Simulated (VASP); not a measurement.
# NbP (P4/nmm) in VASP: further runs, part 2 of 2

VASP 6.6.1.

### Step 3. Single point, r2SCAN

This run uses another cell than the first one, of 16.45 Å³/atom.

Input file POSCAR:

```
NbP
1.0
    3.7345308958      0.0000000000      0.0000000000
    0.0000000000      3.7345308958      0.0000000000
    0.0000000000      0.0000000000      4.7189045287
Nb P
2 2
Direct
    0.0000000000      0.5000000000      0.2351000000
    0.5000000000      0.0000000000      0.7649000000
    0.0000000000      0.0000000000      0.0000000000
    0.5000000000      0.5000000000      0.0000000000
```

Input file INCAR.step1:

```
SYSTEM = NbP
PREC = Accurate ; ENCUT = 520
ISMEAR = 0 ; SIGMA = 0.1
LREAL = .FALSE. ; LASPH = .TRUE.
NELM = 60 ; NBANDS = 26
GGA = PE ; ALGO = Normal
EDIFF = 1E-4 ; LWAVE = .TRUE.
LCHARG = .FALSE.
```

Input file INCAR.step2:

```
SYSTEM = NbP
PREC = Accurate ; ENCUT = 520
EDIFF = 1E-6 ; ISMEAR = 0
SIGMA = 0.1 ; LREAL = .FALSE.
LASPH = .TRUE. ; NELM = 60
ALGO = Normal ; ISIF = 2
LWAVE = .FALSE. ; LCHARG = .FALSE.
METAGGA = R2SCAN ; LMIXTAU = .TRUE.
NBANDS = 26 ; ISTART = 1
```

Input file KPOINTS:

```
regular mesh
0
G
  6 6 4
  0 0 0
```

Potentials or basis: VASP PAW PBE potentials, release 64 (Nb_sv, P).

The run is started by

```sh
cat potpaw_PBE.64/Nb_sv/POTCAR potpaw_PBE.64/P/POTCAR > POTCAR
cp INCAR.step1 INCAR
mpirun -np 1 vasp_std > vasp.out
cp INCAR.step2 INCAR
mpirun -np 1 vasp_std > vasp.out
```

OUTCAR:

```text
SYSTEM = NbP
   PREC = Accurate
   ENCUT = 520
   EDIFF = 1E-6
   ISMEAR = 0
   LREAL = .FALSE.
   LASPH = .TRUE.
   NELM = 60
   ISIF = 2
   METAGGA = R2SCAN
   ISTART = 1

 ion  position               nearest neighbor table
   1  0.000  0.500  0.235-   3 2.17   4 2.17   3 2.17   4 2.17
   2  0.500  0.000  0.765-   3 2.17   4 2.17   4 2.17   3 2.17
   3  0.000  0.000  0.000-   1 2.17   2 2.17   1 2.17   2 2.17   4 2.64   4 2.64   4 2.64   4 2.64

   4  0.500  0.500  0.000-   1 2.17   2 2.17   2 2.17   1 2.17   3 2.64   3 2.64   3 2.64   3 2.64

  LATTYP: Found a simple tetragonal cell.
 ALAT       =     3.7345308958
 C/A-ratio  =     1.2635869565

  Lattice vectors:

 A1 = (   3.7345308958,   0.0000000000,   0.0000000000)
 A2 = (   0.0000000000,   3.7345308958,   0.0000000000)
 A3 = (   0.0000000000,   0.0000000000,   4.7189045287)

Analysis of symmetry for initial positions (statically):
=====================================================================
 Subroutine PRICEL returns:
 Original cell was already a primitive cell.

[... 169 lines left out ...]
  ---------------------------------------------------
  ext. energy  EPLUGINS =         0.00000000
  ---------------------------------------------------
  free energy    TOTEN  =       -61.44908394 eV

  energy without entropy =      -61.43753442  energy(sigma->0) =      -61.44330918

 E-fermi :  10.4098     XC(G=0): -12.2429

 val. band max:       10.3893550821   @ k =   0.1667   0.0000   0.0000
 cond. band min:      10.4413011793   @ k =   0.1667   0.0000   0.5000
 fundamental gap:      0.0519460972
 Fermi energy:        10.4098360845

 k-point     1 :       0.0000    0.0000    0.0000
  band No.  band energies     occupation
      1     -45.9996      2.00000
      2     -45.9443      2.00000
      3     -21.8238      2.00000
      4     -21.8238      2.00000
      5     -21.7756      2.00000
      6     -21.6235      2.00000
[... 685 lines left out ...]
     25      16.4977      0.00000
     26      16.4977      0.00000

 [... further k-points ...]
[... 5 lines left out ...]
  --------------------------------------------------------------------------------------
  -------------------------------------------------------------------------------------
  Total       28.4750544     28.4750544     22.0193787      0.0000000      0.0000000      0.0000000
  in kB      693.2052465    693.2052465    536.0463446      0.0000000      0.0000000      0.0000000
  external PRESSURE =     640.8189459 kB  Pullay stress =       0.0000000 kB

 VOLUME and BASIS-vectors are now :
 -----------------------------------------------------------------------------
  energy-cutoff  :      520.00
  volume of cell :       65.81
      direct lattice vectors                 reciprocal lattice vectors
     3.734530896  0.000000000  0.000000000     0.267771248  0.000000000  0.000000000
     0.000000000  3.734530896  0.000000000     0.000000000  0.267771248  0.000000000
     0.000000000  0.000000000  4.718904529     0.000000000  0.000000000  0.211913590

 POSITION                                       TOTAL-FORCE (eV/Angst)
 -----------------------------------------------------------------------------------
      0.00000      1.86727      1.10941         0.000000      0.000000     11.244938
      1.86727      0.00000      3.60949         0.000000     -0.000000    -11.244938
      0.00000      0.00000      0.00000         0.000000     -0.000000      0.000000
      1.86727      1.86727      0.00000         0.000000      0.000000      0.000000
 -----------------------------------------------------------------------------------
    total drift:                                0.000000     -0.000000     -0.000000

  FREE ENERGIE OF THE ION-ELECTRON SYSTEM (eV)
  ---------------------------------------------------
  free  energy   TOTEN  =       -61.4490839356 eV

  energy  without entropy=      -61.4375344164  energy(sigma->0) =      -61.44330918
```

OUTCAR.step1:

```text
SYSTEM = NbP
   PREC = Accurate
   ENCUT = 520
   ISMEAR = 0
   LREAL = .FALSE.
   LASPH = .TRUE.
   NELM = 60
[... 928 lines left out ...]
      1.86727      0.00000      3.60949        -0.000000      0.000000    -11.161543
      0.00000      0.00000      0.00000        -0.000000      0.000000      0.000000
      1.86727      1.86727      0.00000         0.000000     -0.000000      0.000000
 -----------------------------------------------------------------------------------
    total drift:                                0.000000     -0.000000      0.000000

  FREE ENERGIE OF THE ION-ELECTRON SYSTEM (eV)
  ---------------------------------------------------
  free  energy   TOTEN  =       -24.8651329351 eV

  energy  without entropy=      -24.8518776486  energy(sigma->0) =      -24.85850529
```

OSZICAR.step1:

```text
N       E                     dE             d eps       ncg     rms          rms(c)
DAV:   1     0.383660289673E+03    0.38366E+03   -0.19177E+04  1560   0.137E+03
DAV:   2     0.506031358050E+01   -0.37860E+03   -0.36552E+03  1892   0.519E+02
DAV:   3    -0.261128391325E+02   -0.31173E+02   -0.30480E+02  2976   0.111E+02
DAV:   4    -0.276217604994E+02   -0.15089E+01   -0.14942E+01  2232   0.207E+01
DAV:   5    -0.277175027927E+02   -0.95742E-01   -0.95642E-01  2716   0.562E+00    0.200E+01
DAV:   6    -0.248250426138E+02    0.28925E+01   -0.12790E+01  2252   0.229E+01    0.844E+00
DAV:   7    -0.248573569042E+02   -0.32314E-01   -0.83645E-01  2446   0.662E+00    0.565E+00
DAV:   8    -0.248717609506E+02   -0.14404E-01   -0.16928E-01  2608   0.298E+00    0.887E-01
DAV:   9    -0.248651461526E+02    0.66148E-02   -0.32636E-02  2356   0.146E+00    0.329E-01
DAV:  10    -0.248651266516E+02    0.19501E-04   -0.22358E-03  2344   0.417E-01    0.194E-01
DAV:  11    -0.248651329351E+02   -0.62835E-05   -0.73973E-04  1976   0.220E-01
   1 F= -.24865133E+02 E0= -.24858505E+02  d E =-.132553E-01
```

Wall time 2.1 min (1 thread of Intel Xeon Platinum 8488C (Sapphire Rapids), shared host); peak memory 0.2 GiB.

Results:

```yaml
Free_energy: -61.4491 eV
Pressure: 64.1 GPa
Largest_force: 11.245 eV/Å
Band_gap_on_the_k_mesh: zero (bands 18 and 19 overlap by 0.84 eV)
```

Forces on the atoms (eV/Å):
```
Nb    0.000   0.000  11.245
Nb    0.000   0.000 -11.245
P     0.000   0.000   0.000
P     0.000   0.000   0.000
```

Caveat: the stress differs along the axes, from 54 to 69 GPa; the PAW data sets were made with another functional, which shifts forces and pressure a little.

### Step 4. Single point, r2SCAN

Input file POSCAR:

```
NbP
1.0
    3.3893013370      0.0000000000      0.0000000000
    0.0000000000      3.3893013370      0.0000000000
    0.0000000000      0.0000000000      5.6961639457
Nb P
2 2
Direct
    0.0000000000      0.5000000000      0.3321842451
    0.5000000000      0.0000000000      0.6678157549
    0.0000000000      0.0000000000      0.0000000000
    0.5000000000      0.5000000000      0.0000000000
```

Input file INCAR.step1:

```
ALGO = Normal
EDIFF = 1E-4
ENCUT = 520
GGA = PE
ISMEAR = 0
LASPH = True
LCHARG = False
LREAL = False
LWAVE = True
NBANDS = 26
NELM = 60
PREC = Accurate
SIGMA = 0.1
```

Input file INCAR.step2:

```
ALGO = Normal
EDIFF = 1E-6
ENCUT = 520
ISIF = 2
ISMEAR = 0
ISTART = 1
LASPH = True
LCHARG = True
LELF = True
LMIXTAU = True
LREAL = False
LVHAR = True
LWAVE = False
METAGGA = R2SCAN
NBANDS = 26
NELM = 60
PREC = Accurate
SIGMA = 0.1
```

Input file KPOINTS:

```
k-points
0
Gamma
  14 14 8
```

Potentials or basis: VASP PAW PBE potentials, release 64 (Nb_sv, P).

The run is started by

```sh
cat potpaw_PBE.64/Nb_sv/POTCAR potpaw_PBE.64/P/POTCAR > POTCAR
cp INCAR.step1 INCAR
mpirun -np 1 vasp_std > vasp.out
cp INCAR.step2 INCAR
mpirun -np 1 vasp_std > vasp.out
```

OUTCAR:

```text
EDIFF = 1E-6
   ENCUT = 520
   ISIF = 2
   ISMEAR = 0
   ISTART = 1
   LASPH = True
   LREAL = False
   METAGGA = R2SCAN
   NELM = 60
   PREC = Accurate

 ion  position               nearest neighbor table
   1  0.000  0.500  0.332-   3 2.54   4 2.54   3 2.54   4 2.54
   2  0.500  0.000  0.668-   3 2.54   4 2.54   4 2.54   3 2.54
   3  0.000  0.000  0.000-   4 2.40   4 2.40   4 2.40   4 2.40   2 2.54   2 2.54   1 2.54   1 2.54

   4  0.500  0.500  0.000-   3 2.40   3 2.40   3 2.40   3 2.40   2 2.54   1 2.54   1 2.54   2 2.54

  LATTYP: Found a simple tetragonal cell.
 ALAT       =     3.3893013370
 C/A-ratio  =     1.6806307198

  Lattice vectors:

 A1 = (   3.3893013370,   0.0000000000,   0.0000000000)
 A2 = (   0.0000000000,   3.3893013370,   0.0000000000)
 A3 = (   0.0000000000,   0.0000000000,   5.6961639457)

Analysis of symmetry for initial positions (statically):
=====================================================================
 Subroutine PRICEL returns:
[... 170 lines left out ...]
 Free energy of the ion-electron system (eV)
  ---------------------------------------------------
  ext. energy  EPLUGINS =         0.00000000
  ---------------------------------------------------
  free energy    TOTEN  =       -68.93054437 eV

  energy without entropy =      -68.92399044  energy(sigma->0) =      -68.92726740

 E-fermi :  10.5473     XC(G=0): -12.7682

 val. band max:       10.5453650750   @ k =   0.2143   0.2143   0.2500
 cond. band min:      10.5674870013   @ k =   0.5000   0.0714   0.1250
 fundamental gap:      0.0221219263
 Fermi energy:        10.5472579615

 k-point     1 :       0.0000    0.0000    0.0000
  band No.  band energies     occupation
      1     -46.1176      2.00000
      2     -46.0186      2.00000
      3     -21.7106      2.00000
      4     -21.4445      2.00000
      5     -21.4445      2.00000
      6     -21.3405      2.00000
[... 685 lines left out ...]
     25      15.4409      0.00000
     26      16.1338      0.00000

 [... further k-points ...]
[... 5 lines left out ...]
  --------------------------------------------------------------------------------------
  -------------------------------------------------------------------------------------
  Total       -0.1667761     -0.1667761     -0.2069801      0.0000000      0.0000000      0.0000000
  in kB       -4.0835837     -4.0835837     -5.0679966      0.0000000      0.0000000      0.0000000
  external PRESSURE =      -4.4117213 kB  Pullay stress =       0.0000000 kB

 VOLUME and BASIS-vectors are now :
 -----------------------------------------------------------------------------
  energy-cutoff  :      520.00
  volume of cell :       65.43
      direct lattice vectors                 reciprocal lattice vectors
     3.389301337  0.000000000  0.000000000     0.295046058  0.000000000  0.000000000
     0.000000000  3.389301337  0.000000000     0.000000000  0.295046058  0.000000000
     0.000000000  0.000000000  5.696163946     0.000000000  0.000000000  0.175556745

 POSITION                                       TOTAL-FORCE (eV/Angst)
 -----------------------------------------------------------------------------------
      0.00000      1.69465      1.89218        -0.000000     -0.000000     -0.038567
      1.69465      0.00000      3.80399         0.000000     -0.000000      0.038567
      0.00000      0.00000      0.00000         0.000000     -0.000000      0.000000
      1.69465      1.69465      0.00000         0.000000      0.000000      0.000000
 -----------------------------------------------------------------------------------
    total drift:                                0.000000      0.000000      0.000000

  FREE ENERGIE OF THE ION-ELECTRON SYSTEM (eV)
  ---------------------------------------------------
  free  energy   TOTEN  =       -68.9305443683 eV

  energy  without entropy=      -68.9239904392  energy(sigma->0) =      -68.92726740
```

Wall time 11 min (1 thread of Intel Xeon Platinum 8488C (Sapphire Rapids), shared host); peak memory 0.37 GiB.

What came out:

| Property | Result |
| --- | --- |
| Free energy | -68.9305 eV |
| Pressure | -0.4 GPa |
| Largest force | 0.039 eV/Å |
| Band gap on the k mesh | zero (bands 18 and 19 overlap by 1.01 eV) |

Forces in eV/Å, atoms in the order of the input:
```
Nb   0.000  0.000 -0.039
Nb   0.000  0.000  0.039
P    0.000  0.000  0.000
P    0.000  0.000  0.000
```

Stress tensor (GPa, compression positive):
```
-0.41  0.00  0.00
 0.00 -0.41  0.00
 0.00  0.00 -0.51
```

Levels at points of the mesh, in eV from the Fermi level:
```
           k point  band 16  band 17  band 18  band 19  band 20  band 21
(0.00, 0.00, 0.00)    -2.29    -0.19     0.74     0.74     1.36     1.65
(0.50, 0.00, 0.00)    -1.86    -0.63    -0.63    -0.25    -0.25     2.83
(0.50, 0.50, 0.00)    -1.41    -0.88    -0.88     2.22     2.22     3.11
(0.00, 0.00, 0.50)    -0.99    -0.56    -0.56     0.24     1.62     2.26
(0.50, 0.00, 0.50)    -2.51    -0.34    -0.34     1.38     1.38     2.16
(0.50, 0.50, 0.50)    -2.64    -0.24    -0.24     3.11     3.11     3.69
```

Caveat: the PAW data sets were made with another functional, which shifts forces and pressure a little.

### Step 5. The runs side by side

| cell | k mesh | gap on the mesh (eV) | pressure (GPa) | largest force (eV/Å) |
| --- | --- | --- | --- | --- |
| a = 3.392, b = 3.392, c = 5.681 Å, 4 atoms, atomic positions A | 6 × 6 × 4 | none | -0.4 | 0.04 |
| a = 3.735, b = 3.735, c = 4.719 Å, 4 atoms, atomic positions B | 6 × 6 × 4 | none | 64.1 | 11.24 |
| a = 3.389, b = 3.389, c = 5.696 Å, 4 atoms, atomic positions C | 14 × 14 × 8 | none | -0.4 | 0.04 |

Alike in all rows: task single point; level r2SCAN; potentials or basis VASP PAW PBE potentials, release 64 (Nb_sv, P); no spin polarisation; cutoff (eV) 520; smearing gaussian 0.1 eV.

Caveats: the PAW data sets were made with another functional, which shifts forces and pressure a little; the stress differs along the axes, from 54 to 69 GPa (at least some runs).

Absolute energies hang on the potentials; compare differences alone.

The gap in the log of VASP goes by the Fermi energy; the results here count the filled bands.